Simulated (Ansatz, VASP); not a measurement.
One calculation of TlSnH3, two programs

INCAR

```
SYSTEM = TlSnH3
PREC = Accurate ; ENCUT = 600
EDIFF = 1E-6 ; ISMEAR = 0
SIGMA = 0.1 ; LREAL = .False.
LASPH = .True. ; NELM = 100
ALGO = Normal ; ISIF = 3
LWAVE = .False. ; LCHARG = .False.
GGA = PE ; IBRION = 2
NSW = 100 ; EDIFFG = -0.01
```

File KPOINTS:

```
Automatic mesh
0
Gamma
  8 8 8
  0 0 0
```

The input POSCAR:

```
TlSnH3
1.0
    0.0000000000      4.3352876776      4.3352876776
    4.3352876776      0.0000000000      4.3352876776
    4.3352876776      4.3352876776      0.0000000000
Tl Sn H
2 2 6
Direct
    0.0000000000      0.0000000000      0.0000000000
    0.7500000000      0.7500000000      0.7500000000
    0.2500000000      0.2500000000      0.2500000000
    0.5000000000      0.5000000000      0.5000000000
    0.0282099472      0.4717900528      0.4717900528
    0.4717900528      0.0282099472      0.0282099472
    0.4717900528      0.4717900528      0.0282099472
    0.0282099472      0.0282099472      0.4717900528
    0.0282099472      0.4717900528      0.0282099472
    0.4717900528      0.0282099472      0.4717900528
```

Input for Ansatz:

```yaml
crystal:
  lattice:
    - [0.0, 4.3352876776, 4.3352876776]
    - [4.3352876776, 0.0, 4.3352876776]
    - [4.3352876776, 4.3352876776, 0.0]
  atoms:
    - { symbol: Tl, position: [0.0, 0.0, 0.0] }
    - { symbol: Tl, position: [0.75, 0.75, 0.75] }
    - { symbol: Sn, position: [0.25, 0.25, 0.25] }
    - { symbol: Sn, position: [0.5, 0.5, 0.5] }
    - { symbol: H, position: [0.0282099472, 0.4717900528, 0.4717900528] }
    - { symbol: H, position: [0.4717900528, 0.0282099472, 0.0282099472] }
    - { symbol: H, position: [0.4717900528, 0.4717900528, 0.0282099472] }
    - { symbol: H, position: [0.0282099472, 0.0282099472, 0.4717900528] }
    - { symbol: H, position: [0.0282099472, 0.4717900528, 0.0282099472] }
    - { symbol: H, position: [0.4717900528, 0.0282099472, 0.4717900528] }
basis:
  ecutwfc: 420
kpoints:
  mp_grid: { grid: [8, 8, 8] }
hamiltonian:
  xc: pbe
scf:
  occupations: { method: gaussian, width: 0.1 }
output:
  forces: true
  stress: true
  eigenvalues: true
  write_density: true
  write_potential: true
  elf: true
  volumetric_format: npy
relax:
  adjacent_minimum: "off"
  f_tol: 0.01
  max_steps: 80
  cell: { stress_tol: 0.05 }
```

Alike in both runs: task relaxation of cell and atoms; functional PBE; k mesh 8 × 8 × 8; occupations gaussian, width 0.1 eV; no spin polarisation.

```csv
,VASP,Ansatz
version,VASP 6.6.1,Ansatz 0.2.0
potentials or method,"VASP PAW PBE potentials, release 64 (Tl_d, Sn_d, H), cutoff 600 eV","scalar-relativistic, plane waves, PAW"
valence electrons in the cell,60,60
```

Ansatz gave:

```
gap on the k mesh at the Fermi level, each at its own relaxed structure (eV) : none
relaxed volume (Å³/atom)                                                     : 16.41
relaxed cell length with the largest relative difference (Å)                 : 6.145
```

Problem. Estimate VASP's values.

Solution. gap on the k mesh at the Fermi level, each at its own relaxed structure (eV): none; relaxed volume (Å³/atom): 16.42; relaxed cell length with the largest relative difference (Å): 6.147.

A gap of «none» marks a metal or a gap that the smearing closes.

Spin-orbit coupling is off throughout.
